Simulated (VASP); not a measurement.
Input of a VASP 6.6.1 run:

The input INCAR:

```
SYSTEM = SbPb16O31
PREC     = Accurate       ! precision mode
ENCUT    = 520            ! plane-wave cutoff, eV
EDIFF    = 1E-7           ! SCF threshold, eV
ISMEAR   = -1             ! smearing method
SIGMA    = 0.01           ! smearing width, eV
LREAL    = Auto         
LASPH    = .True.         ! aspherical terms in the spheres
NELM     = 100            ! most SCF steps
ALGO     = Normal         ! electronic algorithm
ISIF     = 2              ! what is computed and relaxed
LWAVE    = .False.        ! write WAVECAR
LCHARG   = .False.        ! write CHGCAR
GGA      = PE             ! functional
NELECT   = 416.0        
NBANDS   = 238            ! bands
```

The input KPOINTS:

```
Automatic mesh
0
Gamma
  3 3 3
  0 0 0
```

Contents of POSCAR:

```
SbPb16O31
1.0
   -5.2980000000      3.2690000000      6.2390000000
    5.2980000000     -3.2690000000      6.2390000000
    5.2980000000      3.2690000000     -6.2390000000
Pb Sb O
16 1 31
Direct
    0.6074846487      0.5856428960      0.2281582473
    0.0678765152      0.0708007804      0.2529242652
    0.0631712519      0.5627095534      0.7495383015
    0.5719374692      0.0826062545      0.7606687853
    0.4244821040      0.4221752835      0.7354359034
    0.9312942641      0.9193035541      0.7485359086
    0.9367393801      0.4221752835      0.2476931794
    0.4207676455      0.9193035541      0.2380092900
    0.4296332583      0.7235438299      0.5439105716
    0.9300648031      0.1823018408      0.5022370377
    0.9272273480      0.6781591031      0.0009317551
    0.4273551734      0.1861285836      0.0087734102
    0.5722044825      0.2970308511      0.5015320723
    0.0707355334      0.8248633383      0.5029139584
    0.0454987788      0.2970308511      0.9748263686
    0.5719493799      0.8248633383      1.0041278049
    0.4341123984      0.5018436474      0.3177312491
    0.9113287234      0.9691395352      0.3078108118
    0.9078526281      0.4582580977      0.8004054696
    0.4142900410      0.9697473412      0.8054573002
    0.5900901380      0.5461926576      0.7136834198
    0.0895743643      0.0370016859      0.7020304404
    0.0825092378      0.5461926576      0.2061025195
    0.5849712455      0.0370016859      0.1974273216
    0.5935534192      0.8947378578      0.5511844385
    0.0895383683      0.3875945148      0.5480561465
    0.0833778445      0.8854477632      0.0520699187
    0.5918119795      0.3743074546      0.0324954751
    0.4031985045      0.0957126844      0.4443511489
    0.9405661853      0.6092852011      0.4655623557
    0.9013615356      0.0957126844      0.9425141799
    0.3937228454      0.6092852011      0.9187190159
    0.7228375952      0.3474581755      0.3830714479
    0.1985072267      0.8601191552      0.3811093643
    0.2143867276      0.3474581755      0.8746205803
    0.7290097909      0.8601191552      0.9116119285
    0.2862313238      0.6615059430      0.6252746192
    0.7824228933      0.1374003411      0.6049774478
    0.7817351639      0.6550510608      0.1233158969
    0.2744732611      0.1261390840      0.1016658229
    0.7956966860      0.6674633865      0.6486088072
    0.2823150816      0.1718415523      0.6319874009
    0.2688545793      0.6674633865      0.1217667005
    0.7898541514      0.1718415523      0.1395264707
    0.2134276574      0.3241497508      0.3607220934
    0.7218999295      0.8386741144      0.3667741848
    0.7170764689      0.3245817645      0.8575052956
    0.2109899685      0.8226338368      0.8616438683
```

Potentials or basis: VASP PAW PBE potentials, release 64 (Pb_d, Sb, O).

Launch:

```console
$ cat potpaw_PBE.64/Pb_d/POTCAR potpaw_PBE.64/Sb/POTCAR potpaw_PBE.64/O/POTCAR > POTCAR
$ mpirun -np 1 vasp_std > vasp.out
```

Problem. Predict the largest force.

Solution. 0.121 eV/Å.

Forces on the atoms (eV/Å):
```
Pb   0.032  0.000 -0.099
Pb  -0.012  0.000 -0.010
Pb  -0.015  0.000 -0.006
Pb  -0.013  0.000 -0.024
Pb   0.003  0.002  0.033
Pb   0.010 -0.011  0.011
Pb   0.003 -0.002  0.033
Pb   0.010  0.011  0.011
Pb  -0.121  0.000 -0.006
Pb  -0.026  0.000  0.018
Pb  -0.008  0.000  0.026
Pb  -0.031  0.000  0.037
Pb   0.032 -0.059  0.011
Pb   0.012  0.010 -0.021
Pb   0.032  0.059  0.011
Pb   0.012 -0.010 -0.021
Sb   0.055  0.000 -0.001
O   -0.009  0.000  0.003
O    0.001  0.000  0.013
O   -0.008  0.000  0.004
O   -0.027 -0.023  0.016
O    0.012 -0.004 -0.011
O   -0.027  0.023  0.016
O    0.012  0.004 -0.011
O   -0.006  0.000  0.034
O    0.008  0.000 -0.018
O   -0.003  0.000 -0.009
O   -0.016  0.000 -0.024
O    0.001 -0.004  0.009
O    0.009  0.014  0.006
O    0.001  0.004  0.009
O    0.009 -0.014  0.006
O    0.046 -0.034  0.019
O    0.000 -0.011  0.025
O    0.046  0.034  0.019
O    0.000  0.011  0.025
O   -0.007  0.000 -0.047
O   -0.008  0.000 -0.027
O   -0.019  0.000 -0.036
O    0.021  0.000 -0.010
O   -0.017 -0.054 -0.044
O    0.023  0.000 -0.041
O   -0.017  0.054 -0.044
O    0.023  0.000 -0.041
O   -0.019  0.000  0.049
O    0.008  0.000  0.044
O    0.011  0.000  0.033
O   -0.023  0.000  0.029
```

Caveat: the k points lie up to 0.38 Å⁻¹ apart; the cell carries a net charge on a neutralising background, which shifts energy and pressure.
